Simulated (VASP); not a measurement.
# AlN (Cmc2_1) in VASP: notebook, part 2 of 2

VASP 6.6.1. The steps go on from the part before.

## (3) Single point, LDA

The input, INCAR:

```
ALGO = Normal
EDIFF = 1E-6
ENCUT = 600
GGA = CA
GGA_COMPAT = False
ISIF = 2
ISMEAR = 0
LASPH = True
LCHARG = False
LREAL = False
LWAVE = False
NBANDS = 26
NELM = 120
PREC = Accurate
SIGMA = 0.02
```

The input, KPOINTS:

```
k-points
0
Gamma
  8 6 4
```

The input, POSCAR:

```
AlN
1.0
    3.0725901392      0.0000000000      0.0000000000
    0.0000000000      4.9794857685      0.0000000000
    0.0000000000      0.0000000000      5.3488604367
Al N
4 4
Direct
    0.0000000000      0.0010552045      0.3334909808
    0.5000000000      0.0010552045      0.8334909808
    0.5000000000      0.5010552045      0.1665090192
    0.0000000000      0.5010552045      0.6665090192
    0.0000000000      0.6209447955      0.3338152443
    0.5000000000      0.6209447955      0.8338152443
    0.5000000000      0.1209447955      0.1661847557
    0.0000000000      0.1209447955      0.6661847557
```

Potentials or basis: VASP PAW LDA potentials, release 64 (Al, N).

On the command line:

```sh
cat potpaw_LDA.64/Al/POTCAR potpaw_LDA.64/N/POTCAR > POTCAR
mpirun -np 1 vasp_std > vasp.out
```

OUTCAR:

```text
EDIFF = 1E-6
   ENCUT = 600
   GGA = CA
   ISIF = 2
   ISMEAR = 0
   LASPH = True
   LREAL = False
   NELM = 120
   PREC = Accurate

 ion  position               nearest neighbor table
   1  0.000  0.001  0.333-   7 1.88   7 1.88   8 1.88   5 1.89   3 3.06   3 3.06   3 3.06   3 3.06
                             4 3.06   4 3.06   2 3.08   2 3.08   2 3.08   2 3.08
   2  0.500  0.001  0.833-   8 1.88   8 1.88   7 1.88   6 1.89   4 3.06   4 3.06   4 3.06   4 3.06
                             3 3.06   3 3.06   1 3.08   1 3.08   1 3.08   1 3.08
   3  0.500  0.501  0.167-   5 1.88   5 1.88   6 1.88   7 1.89   1 3.06   1 3.06   1 3.06   1 3.06
                             2 3.06   2 3.06   4 3.08   4 3.08   4 3.08   4 3.08
   4  0.000  0.501  0.667-   6 1.88   6 1.88   5 1.88   8 1.89   2 3.06   2 3.06   2 3.06   2 3.06
                             1 3.06   1 3.06   3 3.08   3 3.08   3 3.08   3 3.08
   5  0.000  0.621  0.334-   3 1.88   3 1.88   4 1.88   1 1.89
   6  0.500  0.621  0.834-   4 1.88   4 1.88   3 1.88   2 1.89
   7  0.500  0.121  0.166-   1 1.88   1 1.88   2 1.88   3 1.89
   8  0.000  0.121  0.666-   2 1.88   2 1.88   1 1.88   4 1.89

  LATTYP: Found a simple orthorhombic cell.
 ALAT       =     3.0725901392
 B/A-ratio  =     1.6206150326
[... 224 lines left out ...]
      3      -6.8206      2.00000
      4      -6.2439      2.00000
      5      -0.0879      2.00000
      6       0.5026      2.00000
[... 685 lines left out ...]
     25      16.8758      0.00000
     26      17.0917      0.00000

 [... further k-points ...]

------------------------ aborting loop because EDIFF is reached ----------------------------------------

  FORCE on cell =-STRESS in cart. coord.  units (eV):
  Direction    XX          YY          ZZ          XY          YZ          ZX
  --------------------------------------------------------------------------------------
  -------------------------------------------------------------------------------------
  Total        0.9451517     -0.8572677      0.2772228      0.0000000      0.0000000      0.0000000
  in kB       18.5038336    -16.7832728      5.4273661      0.0000000      0.0000000      0.0000000
  external PRESSURE =       2.3826423 kB  Pullay stress =       0.0000000 kB

 VOLUME and BASIS-vectors are now :
 -----------------------------------------------------------------------------
  energy-cutoff  :      600.00
  volume of cell :       81.84
      direct lattice vectors                 reciprocal lattice vectors
     3.072590139  0.000000000  0.000000000     0.325458312  0.000000000  0.000000000
     0.000000000  4.979485769  0.000000000     0.000000000  0.200823950  0.000000000
     0.000000000  0.000000000  5.348860437     0.000000000  0.000000000  0.186955710

 POSITION                                       TOTAL-FORCE (eV/Angst)
 -----------------------------------------------------------------------------------
      0.00000      0.00525      1.78380         0.000000     -0.001827      0.000756
      1.53630      0.00525      4.45823         0.000000     -0.001827      0.000756
      1.53630      2.49500      0.89063         0.000000     -0.001827     -0.000756
      0.00000      2.49500      3.56506         0.000000     -0.001827     -0.000756
      0.00000      3.09199      1.78553        -0.000000      0.001827      0.000771
      1.53630      3.09199      4.45996         0.000000      0.001827      0.000771
      1.53630      0.60224      0.88890        -0.000000      0.001827     -0.000771
      0.00000      0.60224      3.56333        -0.000000      0.001827     -0.000771
 -----------------------------------------------------------------------------------
    total drift:                                0.000000      0.000976     -0.000002

  FREE ENERGIE OF THE ION-ELECTRON SYSTEM (eV)
  ---------------------------------------------------
  free  energy   TOTEN  =       -65.6793189139 eV

  energy  without entropy=      -65.6793189139  energy(sigma->0) =      -65.67931891
```

stdout:

```text
POSCAR found type information on POSCAR AlN
 POSCAR found :  2 types and       8 ions
 scaLAPACK will be used
 LDA part: xc-table for (Slater(with rela. corr.)+CA(PZ))
 , standard interpolation
 POSCAR, INCAR and KPOINTS ok, starting setup
 FFT: planning ... GRIDC
 FFT: planning ... GRID_SOFT
 FFT: planning ... GRID
 WAVECAR not read
 entering main loop
```

Wall time 71 s (1 thread of AMD EPYC 9R45 (Zen 5), shared host); peak memory 0.22 GiB.

What came out:

- Free energy: -65.6793 eV
- Pressure: 0.2 GPa
- Band gap on the k mesh: 4.46 eV

Stress tensor (GPa, compression positive):
```
 1.85  0.00  0.00
 0.00 -1.68  0.00
 0.00  0.00  0.54
```

Levels at points of the mesh, in eV from the valence-band top:
| k point | band 14 | band 15 | band 16 | band 17 | band 18 | band 19 |
| --- | --- | --- | --- | --- | --- | --- |
| (0.00, 0.00, 0.00) | -0.15 | -0.12 | 0.00 | 4.46 | 5.73 | 5.87 |
| (0.50, 0.00, 0.00) | -1.81 | -1.42 | -1.42 | 5.60 | 5.60 | 7.86 |
| (0.00, 0.50, 0.00) | -0.48 | -0.44 | -0.44 | 5.29 | 5.29 | 6.68 |
| (0.50, 0.50, 0.00) | -0.97 | -0.97 | -0.97 | 6.61 | 6.61 | 6.61 |
| (0.00, 0.00, 0.50) | -0.43 | -0.33 | -0.33 | 6.34 | 6.34 | 7.68 |
| (0.50, 0.00, 0.50) | -1.79 | -0.66 | -0.66 | 5.69 | 5.69 | 5.81 |
| (0.00, 0.50, 0.50) | -0.95 | -0.95 | -0.95 | 6.59 | 6.59 | 6.59 |
| (0.50, 0.50, 0.50) | -1.37 | -1.37 | -1.37 | 5.28 | 5.28 | 5.28 |

A k mesh can miss the band edges.

## (4) Single point, LDA

The input, INCAR:

```
SYSTEM = AlN
PREC = Accurate ; ENCUT = 600
EDIFF = 1E-6 ; ISMEAR = 0
SIGMA = 0.02 ; LREAL = .False.
LASPH = .True. ; NELM = 120
ALGO = Normal ; ISIF = 2
LWAVE = .False. ; LCHARG = .False.
NBANDS = 26 ; GGA_COMPAT = .False.
```

The input, KPOINTS:

```
regular mesh
0
Gamma
  8 6 4
  0 0 0
```

The input, POSCAR:

```
AlN
1.0
    3.0725901392      0.0000000000      0.0000000000
    0.0000000000      4.9794857685      0.0000000000
    0.0000000000      0.0000000000      5.3433337146
Al N
4 4
Direct
    0.0000000000      0.0019998331      0.3333333333
    0.5000000000      0.0019998331      0.8333333333
    0.5000000000      0.5019998331      0.1666666667
    0.0000000000      0.5019998331      0.6666666667
    0.0000000000      0.6200001669      0.3333333333
    0.5000000000      0.6200001669      0.8333333333
    0.5000000000      0.1200001669      0.1666666667
    0.0000000000      0.1200001669      0.6666666667
```

On the command line:

```sh
cat potpaw_LDA.64/Al/POTCAR potpaw_LDA.64/N/POTCAR > POTCAR
mpirun -np 1 vasp_std > vasp.out
```

It took 73 s on 1 thread of AMD EPYC 9R45 (Zen 5), shared host; peak memory 0.22 GiB.

Results (log left out):

```yaml
Free_energy: -65.6759 eV
Pressure: 0.5 GPa
Largest_force: 0.138 eV/Å
Band_gap_on_the_k_mesh: 4.44 eV
```

Forces on the atoms (eV/Å):
```
Al   0.000 -0.130  0.040
Al   0.000 -0.130  0.040
Al   0.000 -0.130 -0.040
Al   0.000 -0.130 -0.040
N    0.000  0.130  0.046
N    0.000  0.130  0.046
N    0.000  0.130 -0.046
N    0.000  0.130 -0.046
```

Stress tensor (GPa, compression positive):
```
 2.71  0.00  0.00
 0.00 -2.49  0.00
 0.00  0.00  1.20
```

Levels at points of the mesh, in eV from the valence-band top:
```tsv
k point	band 13	band 14	band 15	band 16	band 17	band 18	band 19	band 20
(0.00, 0.00, 0.00)	-0.66	-0.19	-0.17	0.00	4.44	5.69	5.86	6.86
(0.50, 0.00, 0.00)	-1.85	-1.85	-1.44	-1.44	5.60	5.60	7.84	7.84
(0.00, 0.50, 0.00)	-0.52	-0.52	-0.49	-0.49	5.27	5.27	6.68	6.68
(0.50, 0.50, 0.00)	-0.99	-0.99	-0.99	-0.99	6.59	6.59	6.59	6.59
(0.00, 0.00, 0.50)	-0.43	-0.43	-0.38	-0.38	6.32	6.32	7.65	7.65
(0.50, 0.00, 0.50)	-1.80	-1.80	-0.69	-0.69	5.69	5.69	5.79	5.79
(0.00, 0.50, 0.50)	-1.00	-1.00	-1.00	-1.00	6.58	6.58	6.58	6.58
(0.50, 0.50, 0.50)	-1.39	-1.39	-1.39	-1.39	5.25	5.25	5.25	5.25
```

A k mesh can miss the band edges.

## (5) Single point, LDA

The input, INCAR:

```
PREC = Accurate
ENCUT = 600
EDIFF = 1E-6
ISMEAR = 0
SIGMA = 0.02
LREAL = F
LASPH = T
NELM = 120
ALGO = Normal
ISIF = 2
LWAVE = F
LCHARG = F
NBANDS = 26
GGA_COMPAT = F
```

The input, KPOINTS:

```
regular mesh
0
Gamma
  8 6 4
```

The input, POSCAR:

```
AlN
1.0
    3.0725901392      0.0000000000      0.0000000000
    0.0000000000      4.9794857685      0.0000000000
    0.0000000000      0.0000000000      5.3488604367
Al N
4 4
Direct
    0.0000000000      0.0010552045      0.3334909808
    0.5000000000      0.0010552045      0.8334909808
    0.5000000000      0.5010552045      0.1665090192
    0.0000000000      0.5010552045      0.6665090192
    0.0000000000      0.6209447955      0.3338152443
    0.5000000000      0.6209447955      0.8338152443
    0.5000000000      0.1209447955      0.1661847557
    0.0000000000      0.1209447955      0.6661847557
```

Potentials or basis: VASP PAW LDA potentials, release 64 (Al, N).

On the command line:

```sh
cat potpaw_LDA.64/Al/POTCAR potpaw_LDA.64/N/POTCAR > POTCAR
mpirun -np 1 vasp_std > vasp.out
```

OUTCAR:

```text
PREC = Accurate
   ENCUT = 600
   EDIFF = 1E-6
   ISMEAR = 0
   LREAL = F
   LASPH = T
   NELM = 120
   ISIF = 2

 ion  position               nearest neighbor table
   1  0.000  0.001  0.333-   7 1.88   7 1.88   8 1.88   5 1.89   3 3.06   3 3.06   3 3.06   3 3.06
                             4 3.06   4 3.06   2 3.08   2 3.08   2 3.08   2 3.08
   2  0.500  0.001  0.833-   8 1.88   8 1.88   7 1.88   6 1.89   4 3.06   4 3.06   4 3.06   4 3.06
                             3 3.06   3 3.06   1 3.08   1 3.08   1 3.08   1 3.08
   3  0.500  0.501  0.167-   5 1.88   5 1.88   6 1.88   7 1.89   1 3.06   1 3.06   1 3.06   1 3.06
                             2 3.06   2 3.06   4 3.08   4 3.08   4 3.08   4 3.08
   4  0.000  0.501  0.667-   6 1.88   6 1.88   5 1.88   8 1.89   2 3.06   2 3.06   2 3.06   2 3.06
                             1 3.06   1 3.06   3 3.08   3 3.08   3 3.08   3 3.08
   5  0.000  0.621  0.334-   3 1.88   3 1.88   4 1.88   1 1.89
   6  0.500  0.621  0.834-   4 1.88   4 1.88   3 1.88   2 1.89
   7  0.500  0.121  0.166-   1 1.88   1 1.88   2 1.88   3 1.89
   8  0.000  0.121  0.666-   2 1.88   2 1.88   1 1.88   4 1.89

  LATTYP: Found a simple orthorhombic cell.
 ALAT       =     3.0725901392
[... 223 lines left out ...]
      1      -9.0648      2.00000
      2      -6.9707      2.00000
      3      -6.8206      2.00000
      4      -6.2439      2.00000
      5      -0.0879      2.00000
      6       0.5026      2.00000
[... 685 lines left out ...]
     25      16.8758      0.00000
     26      17.0917      0.00000

 [... further k-points ...]

------------------------ aborting loop because EDIFF is reached ----------------------------------------

  FORCE on cell =-STRESS in cart. coord.  units (eV):
  Direction    XX          YY          ZZ          XY          YZ          ZX
  --------------------------------------------------------------------------------------
  -------------------------------------------------------------------------------------
  Total        0.9451517     -0.8572677      0.2772228      0.0000000      0.0000000      0.0000000
  in kB       18.5038336    -16.7832728      5.4273661      0.0000000      0.0000000      0.0000000
  external PRESSURE =       2.3826423 kB  Pullay stress =       0.0000000 kB

 VOLUME and BASIS-vectors are now :
 -----------------------------------------------------------------------------
  energy-cutoff  :      600.00
  volume of cell :       81.84
      direct lattice vectors                 reciprocal lattice vectors
     3.072590139  0.000000000  0.000000000     0.325458312  0.000000000  0.000000000
     0.000000000  4.979485769  0.000000000     0.000000000  0.200823950  0.000000000
     0.000000000  0.000000000  5.348860437     0.000000000  0.000000000  0.186955710

 POSITION                                       TOTAL-FORCE (eV/Angst)
 -----------------------------------------------------------------------------------
      0.00000      0.00525      1.78380         0.000000     -0.001827      0.000756
      1.53630      0.00525      4.45823         0.000000     -0.001827      0.000756
      1.53630      2.49500      0.89063         0.000000     -0.001827     -0.000756
      0.00000      2.49500      3.56506         0.000000     -0.001827     -0.000756
      0.00000      3.09199      1.78553        -0.000000      0.001827      0.000771
      1.53630      3.09199      4.45996         0.000000      0.001827      0.000771
      1.53630      0.60224      0.88890        -0.000000      0.001827     -0.000771
      0.00000      0.60224      3.56333        -0.000000      0.001827     -0.000771
 -----------------------------------------------------------------------------------
    total drift:                                0.000000      0.000976     -0.000002

  FREE ENERGIE OF THE ION-ELECTRON SYSTEM (eV)
  ---------------------------------------------------
  free  energy   TOTEN  =       -65.6793189139 eV

  energy  without entropy=      -65.6793189139  energy(sigma->0) =      -65.67931891
```

OSZICAR:

```text
N       E                     dE             d eps       ncg     rms          rms(c)
DAV:   1     0.115410444264E+03    0.11541E+03   -0.16270E+04  3120   0.125E+03
DAV:   2    -0.661005130512E+02   -0.18151E+03   -0.16892E+03  4222   0.230E+02
DAV:   3    -0.758817693254E+02   -0.97813E+01   -0.97190E+01  4236   0.539E+01
DAV:   4    -0.759589895409E+02   -0.77220E-01   -0.77175E-01  3654   0.561E+00
DAV:   5    -0.759598382407E+02   -0.84870E-03   -0.84845E-03  4172   0.581E-01    0.175E+01
DAV:   6    -0.658850538042E+02    0.10075E+02   -0.31868E+01  3820   0.297E+01    0.625E+00
DAV:   7    -0.657981003070E+02    0.86953E-01   -0.15062E+00  3864   0.582E+00    0.396E+00
DAV:   8    -0.656899253131E+02    0.10817E+00   -0.17846E-01  3578   0.278E+00    0.579E-01
DAV:   9    -0.656790817843E+02    0.10844E-01   -0.28570E-02  4014   0.854E-01    0.297E-01
DAV:  10    -0.656794250754E+02   -0.34329E-03   -0.17494E-03  3614   0.222E-01    0.153E-01
DAV:  11    -0.656793197790E+02    0.10530E-03   -0.22777E-04  3672   0.904E-02    0.287E-02
DAV:  12    -0.656793189139E+02    0.86507E-06   -0.41659E-06  3912   0.116E-02
   1 F= -.65679319E+02 E0= -.65679319E+02  d E =-.457840E-30
```

Run time: 71 s. Hardware: 1 thread of AMD EPYC 9R45 (Zen 5), shared host; peak memory 0.22 GiB.

What came out:

```yaml
Free_energy: -65.6793 eV
Pressure: 0.2 GPa
Band_gap_on_the_k_mesh: 4.46 eV
```

Levels at points of the mesh, in eV from the valence-band top:
| k point | band 12 | band 13 | band 14 | band 15 | band 16 | band 17 | band 18 | band 19 | band 20 | band 21 |
| --- | --- | --- | --- | --- | --- | --- | --- | --- | --- | --- |
| (0.00, 0.00, 0.00) | -0.75 | -0.61 | -0.15 | -0.12 | 0.00 | 4.46 | 5.73 | 5.87 | 6.87 | 8.36 |
| (0.50, 0.00, 0.00) | -2.84 | -1.81 | -1.81 | -1.42 | -1.42 | 5.60 | 5.60 | 7.86 | 7.86 | 9.00 |
| (0.00, 0.50, 0.00) | -1.37 | -0.48 | -0.48 | -0.44 | -0.44 | 5.29 | 5.29 | 6.68 | 6.68 | 9.28 |
| (0.50, 0.50, 0.00) | -2.99 | -0.97 | -0.97 | -0.97 | -0.97 | 6.61 | 6.61 | 6.61 | 6.61 | 9.03 |
| (0.00, 0.00, 0.50) | -1.47 | -0.43 | -0.43 | -0.33 | -0.33 | 6.34 | 6.34 | 7.68 | 7.68 | 8.11 |
| (0.50, 0.00, 0.50) | -2.05 | -1.79 | -1.79 | -0.66 | -0.66 | 5.69 | 5.69 | 5.81 | 5.81 | 8.30 |
| (0.00, 0.50, 0.50) | -1.63 | -0.95 | -0.95 | -0.95 | -0.95 | 6.59 | 6.59 | 6.59 | 6.59 | 9.62 |
| (0.50, 0.50, 0.50) | -1.43 | -1.37 | -1.37 | -1.37 | -1.37 | 5.28 | 5.28 | 5.28 | 5.28 | 9.24 |

A k mesh can miss the band edges.

## (6) Overview

```tsv
cell	k mesh	smearing	gap on the mesh (eV)	pressure (GPa)	largest force (eV/Å)
a = 3.073, b = 4.979, c = 5.343 Å, 8 atoms	6 × 4 × 4	gaussian 0.1 eV	4.44	0.5	0.14
a = 3.073, b = 4.979, c = 5.349 Å, 8 atoms	8 × 6 × 4	gaussian 0.02 eV	4.46	0.2	-
a = 3.073, b = 4.979, c = 5.343 Å, 8 atoms	8 × 6 × 4	gaussian 0.02 eV	4.44	0.5	0.14
```

Alike in all rows: task single point; level LDA; potentials or basis VASP PAW LDA potentials, release 64 (Al, N); no spin polarisation; cutoff (eV) 600.

Total energies depend on the potentials used, so only differences within one code and one set of settings carry meaning.
